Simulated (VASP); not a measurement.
**Al2Pt: single point with PBE**

The system is Al2Pt.

```
Al Pt
1.0
     0.00000    2.73346    2.99941
     2.99941    0.00000    2.99941
     2.99941    2.73346    0.00000
Al Pt
2 1
Direct
  0.24282 0.25718 0.24282
  0.74282 0.75718 0.74282
  0.01436 0.98564 0.01436
```

This cell differs from its parent crystal: strained and its atoms moved.

| Quantity | Value |
| --- | --- |
| Program | VASP 6.6.1 |
| Task | single point |
| Functional | PBE |
| Potentials or basis | VASP PAW PBE potentials, release 64 (Al, Pt) |
| Cutoff | 520 eV |
| k mesh | 12 × 12 × 12 |
| Occupations | gaussian, width 0.1 eV |
| Spin | no spin polarisation |
| Dipole correction | no |
| Further INCAR settings | ALGO = Fast; EDIFF = 1e-06; NBANDS = 15 |

```
Pressure               : 10.6 GPa
Largest force          : 1.180 eV/Å
Band gap on the k mesh : zero (bands 8 and 9 overlap by 5.67 eV)
```

Forces on the atoms (eV/Å):
```
Al   0.000  0.590  0.000
Al   0.000  0.590  0.000
Pt   0.000 -1.180  0.000
```

Stress tensor (GPa, compression positive):
```
 8.22  0.00  0.00
 0.00 15.38  0.00
 0.00  0.00  8.22
```

Levels at points of the mesh, in eV from the Fermi level:
| k point | band 6 | band 7 | band 8 | band 9 | band 10 | band 11 |
| --- | --- | --- | --- | --- | --- | --- |
| (0.00, 0.00, 0.00) | -3.73 | 3.20 | 3.59 | 3.59 | 4.31 | 4.86 |
| (0.50, 0.00, 0.00) | -3.64 | -3.56 | 0.67 | 1.20 | 3.93 | 4.84 |
| (0.50, 0.50, 0.00) | -3.81 | -3.25 | -1.89 | -1.10 | 3.61 | 3.79 |
| (0.50, 0.00, 0.50) | -3.45 | -3.30 | -2.08 | -2.08 | 2.67 | 3.04 |

Run time: 48 s on 1 thread of Intel(R) Xeon(R) 6975P-C (Granite Rapids) (shared host), peak memory 0.26 GiB.

Caveat: the cell differs from its parent crystal (strained and its atoms moved); the cell stands under pressure; spin-orbit coupling is left out, which moves the levels of the heavy elements; forces of over 1 eV/Å act on the atoms, so gaps and moduli don't describe the material at rest.
